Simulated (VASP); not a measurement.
# Ta2C (P-3m1) in VASP: a series of runs

The runs below take Ta2C through single point, with r2SCAN.

Everything below comes from runs of VASP 6.6.1. Logs are shortened: lines on timing, memory, paths and dates and some standing lists are left out, and cuts for length are marked.

### 1 The cell of the first run

It takes space group P-3m1 (No. 164, trigonal). Conventional cell: a = 3.069 Å, b = 3.069 Å, c = 4.875 Å, α = 90.00°, β = 90.00°, γ = 120.00°. Ta (site symmetry 3m) has 3 C at 2.17 Å within 2.9 Å. C (site symmetry -3m) has 6 Ta at 2.17 Å within 2.9 Å.

### 2 Single point, r2SCAN

Input file POSCAR:

```
Ta2C
1.0
    3.0694387268     -0.0000000029      0.0000000000
   -1.5347193609      2.6582119142      0.0000000000
    0.0000000000      0.0000000000      4.8752261900
Ta C
2 1
Direct
    0.3333333333      0.6666666667      0.2553936617
    0.6666666667      0.3333333333      0.7446063383
    0.0000000000      0.0000000000      0.0000000000
```

Input file INCAR.step1:

```
SYSTEM = Ta2C
PREC = Accurate
ENCUT = 520
ISMEAR = -1
SIGMA = 0.1
LREAL = .False.
LASPH = .True.
NELM = 100
NBANDS = 20
GGA = PE
ALGO = Normal
EDIFF = 1E-4
LWAVE = .True.
LCHARG = .False.
```

Input file INCAR.step2:

```
SYSTEM = Ta2C
PREC = Accurate
ENCUT = 520
EDIFF = 1E-6
ISMEAR = -1
SIGMA = 0.1
LREAL = .False.
LASPH = .True.
NELM = 100
ALGO = Normal
ISIF = 2
LWAVE = .False.
LCHARG = .False.
METAGGA = R2SCAN
LMIXTAU = .True.
NBANDS = 20
ISTART = 1
```

Input file KPOINTS:

```
regular mesh
0
Gamma
  12 12 7
  0 0 0
```

Potentials or basis: VASP PAW PBE potentials, release 64 (Ta_pv, C).

The run is started by

```console
> cat potpaw_PBE.64/Ta_pv/POTCAR potpaw_PBE.64/C/POTCAR > POTCAR
> cp INCAR.step1 INCAR
> mpirun -np 1 vasp_std > vasp.out
> cp INCAR.step2 INCAR
> mpirun -np 1 vasp_std > vasp.out
```

OUTCAR:

```text
SYSTEM = Ta2C
   PREC = Accurate
   ENCUT = 520
   EDIFF = 1E-6
   ISMEAR = -1
   LREAL = .False.
   LASPH = .True.
   NELM = 100
   ISIF = 2
   METAGGA = R2SCAN
   ISTART = 1

 ion  position               nearest neighbor table
   1  0.333  0.667  0.255-   3 2.17   3 2.17   3 2.17   2 2.97   2 2.97   2 2.97   2 3.06   2 3.06
                             2 3.06
   2  0.667  0.333  0.745-   3 2.17   3 2.17   3 2.17   1 2.97   1 2.97   1 2.97   1 3.06   1 3.06
                             1 3.06
   3  0.000  0.000  0.000-   1 2.17   2 2.17   1 2.17   2 2.17   2 2.17   1 2.17

  LATTYP: Found a hexagonal cell.
 ALAT       =     3.0694387268
 C/A-ratio  =     1.5883119436

  Lattice vectors:

 A1 = (   3.0694387268,  -0.0000000029,   0.0000000000)
 A2 = (  -1.5347193609,   2.6582119142,   0.0000000000)
 A3 = (   0.0000000000,   0.0000000000,   4.8752261900)

Analysis of symmetry for initial positions (statically):
=====================================================================
 Subroutine PRICEL returns:
 Original cell was already a primitive cell.

 Routine SETGRP: Setting up the symmetry group for a
 hexagonal supercell.

 Subroutine GETGRP returns: Found 12 space group operations
 (whereof 12 operations were pure point group operations)
 out of a pool of 24 trial point group operations.

The static configuration has the point symmetry D_3d.

Analysis of symmetry for dynamics (positions and initial velocities):
=====================================================================
 Subroutine PRICEL returns:
 Original cell was already a primitive cell.

 Routine SETGRP: Setting up the symmetry group for a
 hexagonal supercell.

 Subroutine GETGRP returns: Found 12 space group operations
 (whereof 12 operations were pure point group operations)
 out of a pool of 24 trial point group operations.

The dynamic configuration has the point symmetry D_3d.

 Subroutine INISYM returns: Found 12 space group operations
 (whereof 12 operations are pure point group operations),
 and found     1 'primitive' translations

----------------------------------------------------------------------------------------

                                     Primitive cell

  volume of cell :      39.7780

  direct lattice vectors                    reciprocal lattice vectors
[... 84 lines left out ...]
   LNONCOLLINEAR =      F non collinear calculations
   LSORBIT =      F    spin-orbit coupling
   LASPH  =      T    aspherical Exc in radial PAW
   ENCUT  =  520.0 eV  38.22 Ry    6.18 a.u.   5.71  5.71  9.06*2*pi/ulx,y,z
   NELM   =    100;   NELMIN=  2; NELMDL=  0     # of ELM steps
   EDIFF  = 0.1E-05   stopping-criterion for ELM
   LREAL  =      F    real-space projection
   EDIFFG = 0.1E-04   stopping-criterion for IOM
   NSW    =      0    number of steps for IOM
   IBRION =     -1    ionic relax: 0-MD 1-quasi-New 2-CG
   NFREE  =      0    steps in history (QN), initial steepest desc. (CG)
   ISIF   =      2    stress and relaxation
   ISYM   =      2    0-nonsym 1-usesym 2-fastsym
   POTIM  = 0.5000    time-step for ionic-motion
   TEBEG  =    0.0;   TEEND  =   0.0 temperature during run
   PSTRESS=    0.0 pullay stress
   NELECT =      26.0000    total number of electrons
   NUPDOWN=      -1.0000    fix difference up-down
   EMIN   =  10.00;   EMAX   =-10.00  energy-range for DOS
   EFERMI =   0.00;   METHOD = LEGACY
   ISMEAR =    -1;   SIGMA  =   0.10  broadening in eV -4-tet -1-fermi 0-gaus
   EFERMI_NEDOS =   21; number of points for ismear=-14 and -15
   IALGO  =     38    algorithm
   IMIX   =      4    mixing-type and parameters
     AMIX     =   0.40;   BMIX     =  1.00
     AMIX_MAG =   1.60;   BMIX_MAG =  1.00
  volume/ion in A,a.u.               =      13.26        89.48
  Fermi-wavevector in a.u.,A,eV,Ry     =   1.420752  2.684831 27.463839  2.018535
  Thomas-Fermi vector in A             =   2.541634
   LORBIT       =      0    0 simple, 1 ext, 2 COOP (PROOUT), +10 PAW based schemes
   METAGGA = R2SCAN    functional components
   LHFCALC =     F    Hartree Fock is set to
   AEXX    =    0.0000 exact exchange contribution
   IVDW    =     0    specifies the selected vdW correction
   LEPSILON=     F    determine dielectric tensor
   LRPA    =     F    only Hartree local field effects (RPA)
 non-spin polarized calculation
  energy-cutoff  :      520.00
  volume of cell :       39.78
 maximum number of plane-waves:      1092
 NGX is ok and might be reduce to    24
   NGX = 11   NGY = 11   NGZ = 19

 number of electron      26.0000002 magnetization

 Free energy of the ion-electron system (eV)
  ---------------------------------------------------
  ext. energy  EPLUGINS =         0.00000000
  ---------------------------------------------------
  free energy    TOTEN  =      -109.10653315 eV

  energy without entropy =     -109.08413101  energy(sigma->0) =     -109.09533208

 E-fermi :   6.9233     XC(G=0): -14.0938

 val. band max:        6.9213080497   @ k =   0.0000   0.0000   0.2857
 cond. band min:       6.9341240690   @ k =   0.0000   0.0000   0.0000
 fundamental gap:      0.0128160193
 Fermi energy:         6.9233204658

 k-point     1 :       0.0000    0.0000    0.0000
  band No.  band energies     occupation
      1     -29.2789      2.00000
      2     -28.4548      2.00000
      3     -28.4548      2.00000
      4     -28.3230      2.00000
      5     -28.3230      2.00000
      6     -28.2317      2.00000
[... 541 lines left out ...]
     19      12.7431      0.00000
     20      13.8371      0.00000

 [... further k-points ...]

------------------------ aborting loop because EDIFF is reached ----------------------------------------

  FORCE on cell =-STRESS in cart. coord.  units (eV):
  Direction    XX          YY          ZZ          XY          YZ          ZX
  --------------------------------------------------------------------------------------
  -------------------------------------------------------------------------------------
  Total        3.1971366      3.1971366      3.2587037     -0.0000000      0.0000000      0.0000000
  in kB      128.7740745    128.7740745    131.2538708     -0.0000000      0.0000000      0.0000000
  external PRESSURE =     129.6006733 kB  Pullay stress =       0.0000000 kB

 VOLUME and BASIS-vectors are now :
 -----------------------------------------------------------------------------
  energy-cutoff  :      520.00
  volume of cell :       39.78
      direct lattice vectors                 reciprocal lattice vectors
     3.069438727 -0.000000003  0.000000000     0.325792462  0.188096365  0.000000000
    -1.534719361  2.658211914  0.000000000     0.000000000  0.376192731  0.000000000
     0.000000000  0.000000000  4.875226190     0.000000000  0.000000000  0.205118688

 POSITION                                       TOTAL-FORCE (eV/Angst)
 -----------------------------------------------------------------------------------
      0.00000      1.77214      1.24510         0.000000      0.000000      0.035267
      1.53472      0.88607      3.63012        -0.000000     -0.000000     -0.035267
      0.00000      0.00000      0.00000         0.000000      0.000000      0.000000
 -----------------------------------------------------------------------------------
    total drift:                                0.000000     -0.000000      0.000000

  FREE ENERGIE OF THE ION-ELECTRON SYSTEM (eV)
  ---------------------------------------------------
  free  energy   TOTEN  =      -109.1065331532 eV

  energy  without entropy=     -109.0841310081  energy(sigma->0) =     -109.09533208
```

Run time: 3 min. Hardware: 1 thread of AMD EPYC 9R45 (Zen 5), shared host; peak memory 0.19 GiB.

What came out:

```yaml
Free_energy: -109.1065 eV
Pressure: 13.0 GPa
Largest_force: 0.035 eV/Å
Band_gap_on_the_k_mesh: zero (band 13 reaches 7.44 eV, above the bottom of band 14 at 6.68 eV)
```

Forces on the atoms (eV/Å):
```
Ta   0.000  0.000  0.035
Ta   0.000  0.000 -0.035
C    0.000  0.000  0.000
```

Caveat: the PAW data sets were made with another functional, which shifts forces and pressure a little; spin-orbit coupling is left out, which moves the levels of the heavy elements.

### 3 Single point, r2SCAN

This run uses another cell than the first one, of 13.54 Å³/atom, 1.021 times its volume.

Input file POSCAR:

```
Ta2C
1.0
    3.0906079405      0.0000000000      0.0000000000
   -1.5453039702      2.6765449896      0.0000000000
    0.0000000000      0.0000000000      4.9088495000
Ta C
2 1
Direct
    0.3333333333      0.6666666667      0.2543731391
    0.6666666667      0.3333333333      0.7456268609
    0.0000000000      0.0000000000      0.0000000000
```

INCAR.step1 is that of step 2.

Changes to INCAR.step2 since step 2:

```diff
@@ -3,3 +3,3 @@
 ENCUT = 520
-EDIFF = 1E-6
+EDIFF = 1E-7
 ISMEAR = -1
```

KPOINTS is that of step 2.

Potentials or basis: VASP PAW PBE potentials, release 64 (Ta_pv, C).

The run is started by

```console
> cat potpaw_PBE.64/Ta_pv/POTCAR potpaw_PBE.64/C/POTCAR > POTCAR
> cp INCAR.step1 INCAR
> mpirun -np 1 vasp_std > vasp.out
> cp INCAR.step2 INCAR
> mpirun -np 1 vasp_std > vasp.out
```

It took 3.7 min on 1 thread of AMD EPYC 9R45 (Zen 5), shared host; peak memory 0.2 GiB.

The run converged. Its results:

| Quantity | Value |
| --- | --- |
| Free energy | -109.1566 eV |
| Pressure | 6.5 GPa |
| Largest force | 0.036 eV/Å |
| Band gap on the k mesh | zero (band 13 reaches 7.26 eV, above the bottom of band 14 at 6.52 eV) |

Forces on the atoms (eV/Å):
```
Ta   0.000  0.000  0.036
Ta   0.000  0.000 -0.036
C    0.000  0.000  0.000
```

Stress tensor (GPa, compression positive):
```
6.50 0.00 0.00
0.00 6.50 0.00
0.00 0.00 6.61
```

Levels at points of the mesh, in eV from the Fermi level:
| k point | band 10 | band 11 | band 12 | band 13 | band 14 | band 15 | band 16 | band 17 |
| --- | --- | --- | --- | --- | --- | --- | --- | --- |
| (0.00, 0.00, 0.00) | -3.89 | -3.48 | 0.01 | 0.51 | 0.51 | 1.19 | 1.19 | 2.47 |
| (0.50, 0.00, 0.00) | -4.34 | -3.99 | -2.15 | -0.43 | 3.44 | 3.64 | 4.79 | 5.41 |

Caveat: the PAW data sets were made with another functional, which shifts forces and pressure a little; spin-orbit coupling is left out, which moves the levels of the heavy elements.

### 4 Single point, r2SCAN

This run uses another cell than the first one, of 13.81 Å³/atom, 1.042 times its volume.

Input file POSCAR:

```
Ta2C
1.0
    3.1114910591      0.0000000000      0.0000000000
   -1.5557455295      2.6946303008      0.0000000000
    0.0000000000      0.0000000000      4.9420184100
Ta C
2 1
Direct
    0.3333333333      0.6666666667      0.2533408720
    0.6666666667      0.3333333333      0.7466591280
    0.0000000000      0.0000000000      0.0000000000
```

Input file INCAR.step1:

```
SYSTEM = Ta2C
ALGO = Normal ; EDIFF = 1E-4
ENCUT = 520 ; GGA = PE
ISMEAR = -1 ; LASPH = .TRUE.
LCHARG = .FALSE. ; LREAL = .FALSE.
LWAVE = .TRUE. ; NBANDS = 20
NELM = 100 ; PREC = Accurate
SIGMA = 0.1
```

Input file INCAR.step2:

```
SYSTEM = Ta2C
ALGO = Normal ; EDIFF = 1E-6
ENCUT = 520 ; ISIF = 2
ISMEAR = -1 ; ISTART = 1
LASPH = .TRUE. ; LCHARG = .FALSE.
LMIXTAU = .TRUE. ; LREAL = .FALSE.
LWAVE = .FALSE. ; METAGGA = R2SCAN
NBANDS = 20 ; NELM = 100
PREC = Accurate ; SIGMA = 0.1
```

Input file KPOINTS:

```
k-points
0
G
  12 12 7
  0 0 0
```

The run is started by

```console
> cat potpaw_PBE.64/Ta_pv/POTCAR potpaw_PBE.64/C/POTCAR > POTCAR
> cp INCAR.step1 INCAR
> mpirun -np 1 vasp_std > vasp.out
> cp INCAR.step2 INCAR
> mpirun -np 1 vasp_std > vasp.out
```

It took 3.1 min on 1 thread of AMD EPYC 9R45 (Zen 5), shared host; peak memory 0.2 GiB.

The run converged. Its results:

```
Free energy            : -109.1751 eV
Pressure               : 0.7 GPa
Largest force          : 0.035 eV/Å
Band gap on the k mesh : zero (band 13 reaches 7.08 eV, above the bottom of band 14 at 6.35 eV)
```

Forces in eV/Å, atoms in the order of the input:
```
Ta   0.000  0.000  0.035
Ta   0.000  0.000 -0.035
C    0.000  0.000  0.000
```

Levels at points of the mesh, in eV from the Fermi level:
```
           k point  band 9  band 10  band 11  band 12  band 13  band 14  band 15  band 16  band 17  band 18
(0.00, 0.00, 0.00)   -3.86    -3.86    -3.51     0.02     0.51     0.51     1.16     1.16     2.45     2.45
(0.50, 0.00, 0.00)   -4.68    -4.29    -3.89    -2.13    -0.47     3.39     3.55     4.65     5.24     5.34
```

Caveat: the PAW data sets were made with another functional, which shifts forces and pressure a little; spin-orbit coupling is left out, which moves the levels of the heavy elements.

### 5 The runs side by side

```tsv
cell	gap on the mesh (eV)	pressure (GPa)	largest force (eV/Å)
a = 3.069, b = 3.069, c = 4.875 Å, angles 90.0, 90.0, 120.0°, 3 atoms	none	13.0	0.04
a = 3.091, b = 3.091, c = 4.909 Å, angles 90.0, 90.0, 120.0°, 3 atoms	none	6.5	0.04
a = 3.111, b = 3.111, c = 4.942 Å, angles 90.0, 90.0, 120.0°, 3 atoms	none	0.7	0.04
```

Alike in all rows: task single point; level r2SCAN; potentials or basis VASP PAW PBE potentials, release 64 (Ta_pv, C); no spin polarisation; k mesh 12 × 12 × 7; cutoff (eV) 520; smearing fermi-dirac 0.1 eV.

Caveats: the PAW data sets were made with another functional, which shifts forces and pressure a little; spin-orbit coupling is left out, which moves the levels of the heavy elements.

Total energies depend on the potentials used, so only differences within one code and one set of settings carry meaning.
